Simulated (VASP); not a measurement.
A run of VASP 6.6.1:

Contents of INCAR:

```
SYSTEM = Sb
PREC = Accurate ; ENCUT = 500
EDIFF = 1E-7 ; ISMEAR = 0
SIGMA = 0.1 ; LREAL = .False.
LASPH = .True. ; NELM = 120
ALGO = Normal ; ISIF = 3
LWAVE = .False. ; LCHARG = .False.
GGA = PS ; IBRION = 2
NSW = 80 ; EDIFFG = -0.05
GGA_COMPAT = .False. ; NELMIN = 4
```

KPOINTS

```
Automatic mesh
0
Gamma
  10 10 10
  0 0 0
```

POSCAR

```
Sb
1.0
   -1.4588660070      1.4588660070      1.4588660070
    1.4588660070     -1.4588660070      1.4588660070
    1.4588660070      1.4588660070     -1.4588660070
Sb
1
Direct
    0.0000000000      0.0000000000      0.0000000000
```

Potentials or basis: VASP PAW PBE potentials, release 64 (Sb).

The run is started by

```bash
$ cat potpaw_PBE.64/Sb/POTCAR > POTCAR
$ mpirun -np 1 vasp_std > vasp.out
```

Hardware: 1 thread of Intel Xeon 6975P-C (shared host).

**Question.** How long does it take, and how much memory?

**Answer.** Wall time 22 s on 1 thread of Intel Xeon 6975P-C (shared host), peak memory 0.12 GiB. Counts: scf iterations 85, k points 47, ion steps 9.
